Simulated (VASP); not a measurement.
The system is LaSb.

```
La Sb
1.0
     0.00000    3.24500    3.24500
     3.24500    0.00000    3.24500
     3.24500    3.24500    0.00000
La Sb
1 1
Cartesian
  0.0000 0.0000 0.0000
  3.2450 3.2450 3.2450
```

* Program: VASP 6.6.1
* Task: relaxation of cell and atoms
* Functional: BLYP
* Dispersion: D3(BJ)
* Potentials or basis: VASP PAW PBE potentials, release 64 (La, Sb)
* Cutoff: 600 eV
* k mesh: 9 × 9 × 9
* Occupations: methfessel-paxton, width 0.1 eV
* Spin: no spin polarisation

At the start: pressure -2.3 GPa; volume 34.17 Å³/atom.

Q: Where does the relaxation end?

A: Over 5 steps the energy falls by 11.4 meV/atom and the volume is 33.86 Å³/atom (-0.9 %); space group Fm-3m (No. 225, to 0.1 Å) before and after.

Step by step:
| step | energy change (eV) | largest force (eV/Å) | pressure (GPa) | volume (Å³) |
| --- | --- | --- | --- | --- |
| 1 | 0.0000 | 0.0000 | -2.26 | 68.34 |
| 2 | 0.0276 | 0.0000 | 4.09 | 63.68 |
| 3 | -0.0196 | 0.0000 | 0.97 | 66.74 |
| 4 | -0.0218 | 0.0000 | 0.55 | 67.21 |
| 5 | -0.0229 | 0.0000 | 0.12 | 67.72 |

Final structure:
```
La Sb
1.0
     0.00000    3.23516    3.23516
     3.23516    0.00000    3.23516
     3.23516    3.23516    0.00000
La Sb
1 1
Direct
  0.00000 0.00000 0.00000
  0.50000 0.50000 0.50000
```

Caveat: the dispersion term is far too large for a dense solid, which distorts pressure and volume; the PAW data sets were made with another functional, which shifts forces and pressure a little.
